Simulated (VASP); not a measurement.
# Ca (I4/mmm) in VASP: a series of runs

Runs on Ca. Level: r2SCAN. Tasks: single point.

All numbers are computed with VASP 6.6.1; they aren't measurements. Logs are shortened: lines on timing, memory, paths and dates and some standing lists are left out, and cuts for length are marked.

### Step 1. The cell of the first run

Symmetry: I4/mmm, No. 139, tetragonal system. The conventional cell has a = 4.256 Å, b = 4.256 Å, c = 4.592 Å, α = 90.00°, β = 90.00°, γ = 90.00°. Within 5.0 Å of Ca (site symmetry 4/mmm) lie 14 Ca at 3.79 to 4.59 Å.

### Step 2. Single point, r2SCAN (strain -0.050 along x and y, +0.025 along z)

POSCAR reads:

```
Ca
1.0
   -2.1280000000      2.1280000000      2.2960000000
    2.1280000000     -2.1280000000      2.2960000000
    2.1280000000      2.1280000000     -2.2960000000
Ca
1
Direct
    0.0000000000      0.0000000000      0.0000000000
```

INCAR.step1 reads:

```
ALGO = Normal
EDIFF = 1E-5
ENCUT = 550
GGA = PE
GGA_COMPAT = False
ISMEAR = 0
LASPH = True
LCHARG = False
LREAL = False
LWAVE = True
NBANDS = 11
NELM = 120
PREC = Accurate
SIGMA = 0.15
```

INCAR.step2 reads:

```
ALGO = Normal
EDIFF = 1E-6
ENCUT = 550
GGA_COMPAT = False
ISIF = 2
ISMEAR = 0
ISTART = 1
LASPH = True
LCHARG = True
LELF = True
LMIXTAU = True
LREAL = False
LVHAR = True
LWAVE = False
METAGGA = R2SCAN
NBANDS = 11
NELM = 120
PREC = Accurate
SIGMA = 0.15
```

KPOINTS reads:

```
k-points
0
Gamma
  16 16 16
```

Potentials or basis: VASP PAW PBE potentials, release 64 (Ca_sv).

On the command line:

```sh
$ cat potpaw_PBE.64/Ca_sv/POTCAR > POTCAR
$ cp INCAR.step1 INCAR
$ mpirun -np 1 vasp_std > vasp.out
$ cp INCAR.step2 INCAR
$ mpirun -np 1 vasp_std > vasp.out
```

OUTCAR:

```text
EDIFF = 1E-6
   ENCUT = 550
   ISIF = 2
   ISMEAR = 0
   ISTART = 1
   LASPH = True
   LREAL = False
   METAGGA = R2SCAN
   NELM = 120
   PREC = Accurate

 ion  position               nearest neighbor table
   1  0.000  0.000  0.000-

  LATTYP: Found a body centered tetragonal cell.
 ALAT       =     4.2560000000
 C/A-ratio  =     1.0789473684

  Lattice vectors:

 A1 = (  -2.1280000000,   2.1280000000,   2.2960000000)
 A2 = (   2.1280000000,  -2.1280000000,   2.2960000000)
 A3 = (   2.1280000000,   2.1280000000,  -2.2960000000)

Analysis of symmetry for initial positions (statically):
=====================================================================
 Subroutine PRICEL returns:
 Original cell was already a primitive cell.

 Routine SETGRP: Setting up the symmetry group for a
 body centered tetragonal supercell.

 Subroutine GETGRP returns: Found 16 space group operations
 (whereof 16 operations were pure point group operations)
 out of a pool of 16 trial point group operations.

The static configuration has the point symmetry D_4h.

Analysis of symmetry for dynamics (positions and initial velocities):
=====================================================================
 Subroutine PRICEL returns:
 Original cell was already a primitive cell.

 Routine SETGRP: Setting up the symmetry group for a
 body centered tetragonal supercell.

 Subroutine GETGRP returns: Found 16 space group operations
 (whereof 16 operations were pure point group operations)
 out of a pool of 16 trial point group operations.

The dynamic configuration has the point symmetry D_4h.

 Subroutine INISYM returns: Found 16 space group operations
 (whereof 16 operations are pure point group operations),
 and found     1 'primitive' translations

----------------------------------------------------------------------------------------

                                     Primitive cell

  volume of cell :      41.5887

  direct lattice vectors                    reciprocal lattice vectors
    -2.128000000  2.128000000  2.296000000     0.000000000  0.234962406  0.217770035
     2.128000000 -2.128000000  2.296000000     0.234962406  0.000000000  0.217770035
     2.128000000  2.128000000 -2.296000000     0.234962406  0.234962406  0.000000000

  length of vectors
     3.785285194  3.785285194  3.785285194     0.320360922  0.320360922  0.332287021

  position of ions in fractional coordinates (direct lattice)
     0.000000000  0.000000000  0.000000000

  ion indices of the primitive-cell ions
   primitive index   ion index
                 1           1

----------------------------------------------------------------------------------------

 KPOINTS: k-points

Automatic generation of k-mesh.
 Grid dimensions read from file:
 generate k-points for:   16   16   16

 Generating k-lattice:

  Cartesian coordinates                     Fractional coordinates (reciprocal lattice)
     0.000000000  0.014685150  0.013610627     0.062500000  0.000000000 -0.000000000
     0.014685150  0.000000000  0.013610627     0.000000000  0.062500000 -0.000000000
     0.014685150  0.014685150  0.000000000     0.000000000  0.000000000  0.062500000

  Length of vectors
     0.020022558  0.020022558  0.020767939

  Shift w.r.t. Gamma in fractional coordinates (k-lattice)
     0.000000000  0.000000000  0.000000000

 Subroutine IBZKPT returns following result:
 ===========================================

 Found    349 irreducible k-points:

 Following reciprocal coordinates:
            Coordinates               Weight
  0.000000  0.000000  0.000000      1.000000
  0.062500  0.000000  0.000000      8.000000
  0.125000  0.000000  0.000000      8.000000
  0.187500  0.000000 -0.000000      8.000000
  0.250000  0.000000  0.000000      8.000000
  0.312500  0.000000  0.000000      8.000000
[... 16 lines left out ...]
 -0.125000  0.062500  0.000000     16.000000
 -0.062500  0.062500  0.000000      4.000000
 [... further k-points ...]
   k-points           NKPTS =    349   k-points in BZ     NKDIM =    349   number of bands    NBANDS=     11
   number of dos      NEDOS =    301   number of ions     NIONS =      1
   total plane-waves  NPLWV =  27000
   dimension x,y,z NGX =    30 NGY =   30 NGZ =   30
   dimension x,y,z NGXF=    60 NGYF=   60 NGZF=   60
   ions per type =               1
   NGX,Y,Z   is equivalent  to a cutoff of  13.18, 13.18, 13.18 a.u.
   NGXF,Y,Z  is equivalent  to a cutoff of  26.35, 26.35, 26.35 a.u.
 SYSTEM =  unknown system
   PREC   = accura    normal or accurate (medium, high low for compatibility)
   ISTART =      1    job   : 0-new  1-cont  2-samecut
   ICHARG =      0    charge: 1-file 2-atom 10-const
   ISPIN  =      1    spin polarized calculation?
   LNONCOLLINEAR =      F non collinear calculations
   LSORBIT =      F    spin-orbit coupling
   LASPH  =      T    aspherical Exc in radial PAW
   ENCUT  =  550.0 eV  40.42 Ry    6.36 a.u.   7.24  7.24  7.24*2*pi/ulx,y,z
   NELM   =    120;   NELMIN=  2; NELMDL=  0     # of ELM steps
   EDIFF  = 0.1E-05   stopping-criterion for ELM
   LREAL  =      F    real-space projection
   EDIFFG = 0.1E-04   stopping-criterion for IOM
   NSW    =      0    number of steps for IOM
   IBRION =     -1    ionic relax: 0-MD 1-quasi-New 2-CG
   NFREE  =      0    steps in history (QN), initial steepest desc. (CG)
   ISIF   =      2    stress and relaxation
   ISYM   =      2    0-nonsym 1-usesym 2-fastsym
   POTIM  = 0.5000    time-step for ionic-motion
   TEBEG  =    0.0;   TEEND  =   0.0 temperature during run
   PSTRESS=    0.0 pullay stress
   NELECT =      10.0000    total number of electrons
   NUPDOWN=      -1.0000    fix difference up-down
   EMIN   =  10.00;   EMAX   =-10.00  energy-range for DOS
   EFERMI =   0.00;   METHOD = LEGACY
   ISMEAR =     0;   SIGMA  =   0.15  broadening in eV -4-tet -1-fermi 0-gaus
   EFERMI_NEDOS =   21; number of points for ismear=-14 and -15
   IALGO  =     38    algorithm
   IMIX   =      4    mixing-type and parameters
     AMIX     =   0.40;   BMIX     =  1.00
     AMIX_MAG =   1.60;   BMIX_MAG =  1.00
  volume/ion in A,a.u.               =      41.59       280.65
  Fermi-wavevector in a.u.,A,eV,Ry     =   1.018005  1.923750 14.100175  1.036334
  Thomas-Fermi vector in A             =   2.151438
   LORBIT       =      0    0 simple, 1 ext, 2 COOP (PROOUT), +10 PAW based schemes
   METAGGA = R2SCAN    functional components
   LHFCALC =     F    Hartree Fock is set to
   AEXX    =    0.0000 exact exchange contribution
   IVDW    =     0    specifies the selected vdW correction
   LEPSILON=     F    determine dielectric tensor
   LRPA    =     F    only Hartree local field effects (RPA)
 non-spin polarized calculation
 Gauss-broadening in eV      SIGMA  =   0.15
  energy-cutoff  :      550.00
  volume of cell :       41.59
 maximum number of plane-waves:      1240
 NGX is ok and might be reduce to    30
   NGX = 15   NGY = 15   NGZ = 15

 number of electron      10.0000002 magnetization

 Free energy of the ion-electron system (eV)
  ---------------------------------------------------
  ext. energy  EPLUGINS =         0.00000000
  ---------------------------------------------------
  free energy    TOTEN  =        -7.02133818 eV

  energy without entropy =       -7.00680716  energy(sigma->0) =       -7.01407267

 E-fermi :   2.1028     XC(G=0):  -8.2655

 val. band max:        2.1021702106   @ k =   0.4375   0.1875   0.0000
 cond. band min:       2.1045565739   @ k =   0.4375   0.1250   0.0625
 fundamental gap:      0.0023863633
 Fermi energy:         2.1027830497

 k-point     1 :       0.0000    0.0000    0.0000
  band No.  band energies     occupation
      1     -41.6873      2.00000
      2     -21.7157      2.00000
      3     -21.7157      2.00000
      4     -21.7053      2.00000
      5      -2.2527      2.00000
      6       4.6977      0.00000
      7       4.6977      0.00000
      8       5.0424      0.00000
      9       5.6642      0.00000
     10       6.0930      0.00000
     11      12.4582      0.00000

 k-point     2 :       0.0625    0.0000    0.0000
  band No.  band energies     occupation
      1     -41.6867      2.00000
      2     -21.7197      2.00000
      3     -21.7175      2.00000
      4     -21.7074      2.00000
      5      -2.1785      2.00000
      6       4.6676      0.00000
      7       4.7028      0.00000
      8       5.0466      0.00000
      9       5.6232      0.00000
     10       6.0697      0.00000
     11      12.4778      0.00000

 k-point     3 :       0.1250    0.0000    0.0000
  band No.  band energies     occupation
      1     -41.6849      2.00000
      2     -21.7353      2.00000
      3     -21.7226      2.00000
      4     -21.7091      2.00000
      5      -1.9588      2.00000
      6       4.5383      0.00000
      7       4.6528      0.00000
      8       5.1339      0.00000
      9       5.5463      0.00000
     10       6.0259      0.00000
     11      12.2870      0.00000

 k-point     4 :       0.1875    0.0000   -0.0000
  band No.  band energies     occupation
      1     -41.6822      2.00000
      2     -21.7605      2.00000
      3     -21.7303      2.00000
      4     -21.7095      2.00000
      5      -1.6021      2.00000
      6       4.2514      0.00000
      7       4.5091      0.00000
      8       5.3639      0.00000
      9       5.5262      0.00000
     10       5.9975      0.00000
     11      11.4596      0.00000
[... 239 lines left out ...]
 k-point    22 :      -0.1875    0.0625    0.0000
  band No.  band energies     occupation
      1     -41.6831      2.00000
      2     -21.7522      2.00000
      3     -21.7252      2.00000
      4     -21.7117      2.00000
      5      -1.7268      2.00000
      6       4.3516      0.00000
      7       4.5934      0.00000
      8       5.2165      0.00000
      9       5.5652      0.00000
     10       5.9907      0.00000
     11      11.9211      0.00000

 k-point    23 :      -0.1250    0.0625    0.0000
  band No.  band energies     occupation
      1     -41.6854      2.00000
      2     -21.7322      2.00000
      3     -21.7185      2.00000
      4     -21.7102      2.00000
      5      -2.0203      2.00000
      6       4.5447      0.00000
      7       4.7512      0.00000
      8       5.0210      0.00000
      9       5.6395      0.00000
     10       5.9902      0.00000
     11      12.5585      0.00000

 k-point    24 :      -0.0625    0.0625    0.0000
  band No.  band energies     occupation
      1     -41.6866      2.00000
      2     -21.7217      2.00000
      3     -21.7160      2.00000
      4     -21.7076      2.00000
      5      -2.1728      2.00000
      6       4.6353      0.00000
      7       4.7547      0.00000
      8       5.0028      0.00000
      9       5.6741      0.00000
     10       6.0344      0.00000
     11      12.5630      0.00000

 [... further k-points ...]

------------------------ aborting loop because EDIFF is reached ----------------------------------------

  FORCE on cell =-STRESS in cart. coord.  units (eV):
  Direction    XX          YY          ZZ          XY          YZ          ZX
  --------------------------------------------------------------------------------------
  -------------------------------------------------------------------------------------
  Total        0.1830063      0.1830063      0.2402887      0.0000000      0.0000000      0.0000000
  in kB        7.0501993      7.0501993      9.2569681      0.0000000      0.0000000      0.0000000
  external PRESSURE =       7.7857889 kB  Pullay stress =       0.0000000 kB

 VOLUME and BASIS-vectors are now :
 -----------------------------------------------------------------------------
  energy-cutoff  :      550.00
  volume of cell :       41.59
      direct lattice vectors                 reciprocal lattice vectors
    -2.128000000  2.128000000  2.296000000     0.000000000  0.234962406  0.217770035
     2.128000000 -2.128000000  2.296000000     0.234962406  0.000000000  0.217770035
     2.128000000  2.128000000 -2.296000000     0.234962406  0.234962406  0.000000000

 POSITION                                       TOTAL-FORCE (eV/Angst)
 -----------------------------------------------------------------------------------
      0.00000      0.00000      0.00000         0.000000      0.000000      0.000000
 -----------------------------------------------------------------------------------
    total drift:                               -0.000000     -0.000000      0.000000

  FREE ENERGIE OF THE ION-ELECTRON SYSTEM (eV)
  ---------------------------------------------------
  free  energy   TOTEN  =        -7.0213381756 eV

  energy  without entropy=       -7.0068071552  energy(sigma->0) =       -7.01407267
```

Run time: 16 min. Hardware: 1 thread of Oxide Virtual Turin-like, shared host; peak memory 0.26 GiB.

Results:

```
Free energy            : -7.0213 eV
Pressure               : 0.8 GPa
Band gap on the k mesh : zero (bands 5 and 6 overlap by 0.54 eV)
```

Stress tensor (GPa, compression positive):
```
0.71 0.00 0.00
0.00 0.71 0.00
0.00 0.00 0.93
```

Levels at points of the mesh, in eV from the Fermi level:
```
           k point  band 1  band 2  band 3  band 4  band 5  band 6  band 7  band 8  band 9  band 10
(0.00, 0.00, 0.00)  -43.79  -23.82  -23.82  -23.81   -4.36    2.59    2.59    2.94    3.56     3.99
(0.50, 0.00, 0.00)  -43.77  -23.97  -23.87  -23.81   -0.92   -0.20    1.78    3.49    4.14     4.87
(0.50, 0.50, 0.00)  -43.77  -23.97  -23.87  -23.83   -0.77    0.08    1.32    4.00    4.24     4.94
(0.50, 0.50, 0.50)  -43.76  -23.93  -23.92  -23.92    0.00    0.22    3.38    4.61    4.71     4.71
```

Caveat: the cell differs from its parent crystal (strain -0.050 along x and y, +0.025 along z); the PAW data sets were made with another functional, which shifts forces and pressure a little.

### Step 3. Single point, r2SCAN (strain -0.050 along x and y, +0.050 along z)

POSCAR reads:

```
Ca
1.0
   -2.1280000000      2.1280000000      2.3520000000
    2.1280000000     -2.1280000000      2.3520000000
    2.1280000000      2.1280000000     -2.3520000000
Ca
1
Direct
    0.0000000000      0.0000000000      0.0000000000
```

INCAR.step1 reads:

```
SYSTEM = Ca
ALGO = Normal ; EDIFF = 1E-5
ENCUT = 550 ; GGA = PE
GGA_COMPAT = .FALSE. ; ISMEAR = 0
LASPH = .TRUE. ; LCHARG = .FALSE.
LREAL = .FALSE. ; LWAVE = .TRUE.
NBANDS = 11 ; NELM = 120
PREC = Accurate ; SIGMA = 0.15
```

INCAR.step2 reads:

```
SYSTEM = Ca
ALGO = Normal ; EDIFF = 1E-6
ENCUT = 550 ; GGA_COMPAT = .FALSE.
ISIF = 2 ; ISMEAR = 0
ISTART = 1 ; LASPH = .TRUE.
LCHARG = .FALSE. ; LMIXTAU = .TRUE.
LREAL = .FALSE. ; LWAVE = .FALSE.
METAGGA = R2SCAN ; NBANDS = 11
NELM = 120 ; PREC = Accurate
SIGMA = 0.15
```

KPOINTS reads:

```
k-points
0
G
  16 16 16
  0 0 0
```

Potentials or basis: VASP PAW PBE potentials, release 64 (Ca_sv).

On the command line:

```sh
$ cat potpaw_PBE.64/Ca_sv/POTCAR > POTCAR
$ cp INCAR.step1 INCAR
$ mpirun -np 1 vasp_std > vasp.out
$ cp INCAR.step2 INCAR
$ mpirun -np 1 vasp_std > vasp.out
```

Wall time 11 min (1 thread of Oxide Virtual Turin-like, shared host); peak memory 0.27 GiB.

It converged, with:

| Quantity | Value |
| --- | --- |
| Free energy | -7.0260 eV |
| Pressure | 0.3 GPa |
| Band gap on the k mesh | zero (bands 5 and 6 overlap by 0.57 eV) |

Stress tensor (GPa, compression positive):
```
0.22 0.00 0.00
0.00 0.22 0.00
0.00 0.00 0.47
```

Levels at points of the mesh, in eV from the Fermi level:
| k point | band 2 | band 3 | band 4 | band 5 | band 6 | band 7 | band 8 | band 9 |
| --- | --- | --- | --- | --- | --- | --- | --- | --- |
| (0.00, 0.00, 0.00) | -23.88 | -23.88 | -23.87 | -4.31 | 2.55 | 2.55 | 2.98 | 3.44 |
| (0.50, 0.00, 0.00) | -24.02 | -23.92 | -23.87 | -0.92 | -0.23 | 1.83 | 3.35 | 4.10 |
| (0.50, 0.50, 0.00) | -24.02 | -23.92 | -23.89 | -0.71 | 0.12 | 1.24 | 4.01 | 4.21 |
| (0.50, 0.50, 0.50) | -23.99 | -23.97 | -23.97 | 0.00 | 0.29 | 3.04 | 4.51 | 4.63 |

Caveat: the cell differs from its parent crystal (strain -0.050 along x and y, +0.050 along z); the PAW data sets were made with another functional, which shifts forces and pressure a little.

### Step 4. Single point, r2SCAN (strain +0.000 along x and y, -0.050 along z)

POSCAR reads:

```
Ca
1.0
   -2.2400000000      2.2400000000      2.1280000000
    2.2400000000     -2.2400000000      2.1280000000
    2.2400000000      2.2400000000     -2.1280000000
Ca
1
Direct
    0.0000000000      0.0000000000      0.0000000000
```

INCAR.step1 reads:

```
PREC = Accurate
ENCUT = 550
ISMEAR = 0
SIGMA = 0.15
LREAL = False
LASPH = True
NELM = 120
NBANDS = 11
GGA = PE
ALGO = Normal
EDIFF = 1E-5
LWAVE = True
LCHARG = False
GGA_COMPAT = False
```

INCAR.step2 reads:

```
PREC = Accurate
ENCUT = 550
EDIFF = 1E-6
ISMEAR = 0
SIGMA = 0.15
LREAL = False
LASPH = True
NELM = 120
ALGO = Normal
ISIF = 2
LWAVE = False
LCHARG = False
METAGGA = R2SCAN
LMIXTAU = True
NBANDS = 11
ISTART = 1
GGA_COMPAT = False
```

KPOINTS reads:

```
regular mesh
0
Gamma
  16 16 16
```

On the command line:

```sh
$ cat potpaw_PBE.64/Ca_sv/POTCAR > POTCAR
$ cp INCAR.step1 INCAR
$ mpirun -np 1 vasp_std > vasp.out
$ cp INCAR.step2 INCAR
$ mpirun -np 1 vasp_std > vasp.out
```

It took 9.2 min on 1 thread of Oxide Virtual Turin-like, shared host; peak memory 0.27 GiB.

The run converged. Its results:

| Quantity | Value |
| --- | --- |
| Free energy | -7.0240 eV |
| Pressure | 0.3 GPa |
| Band gap on the k mesh | zero (bands 5 and 6 overlap by 0.64 eV) |

Stress tensor (GPa, compression positive):
```
0.26 0.00 0.00
0.00 0.26 0.00
0.00 0.00 0.36
```

Levels at points of the mesh, in eV from the Fermi level:
```tsv
k point	band 2	band 3	band 4	band 5	band 6	band 7	band 8	band 9
(0.00, 0.00, 0.00)	-23.89	-23.89	-23.89	-4.31	2.49	2.74	2.74	3.56
(0.50, 0.00, 0.00)	-24.03	-23.94	-23.89	-0.82	-0.08	1.50	3.69	4.12
(0.50, 0.50, 0.00)	-24.03	-23.94	-23.88	-0.94	-0.26	1.82	3.45	3.94
(0.50, 0.50, 0.50)	-23.99	-23.99	-23.99	0.08	0.20	3.83	3.83	4.55
```

Caveat: the cell differs from its parent crystal (strain +0.000 along x and y, -0.050 along z); the PAW data sets were made with another functional, which shifts forces and pressure a little.

### Step 5. The runs side by side

| cell | gap on the mesh (eV) | pressure (GPa) |
| --- | --- | --- |
| a = 3.785 Å, angles 111.6, 111.6, 105.3°, 1 atom | none | 0.8 |
| a = 3.820 Å, angles 112.3, 112.3, 104.0°, 1 atom | none | 0.3 |
| a = 3.816 Å, angles 108.1, 108.1, 112.2°, 1 atom | none | 0.3 |

Alike in all rows: task single point; level r2SCAN; potentials or basis VASP PAW PBE potentials, release 64 (Ca_sv); no spin polarisation; k mesh 16 × 16 × 16; cutoff (eV) 550; smearing gaussian 0.15 eV.

Caveats: the PAW data sets were made with another functional, which shifts forces and pressure a little.

Total energies depend on the potentials used, so only differences within one code and one set of settings carry meaning.
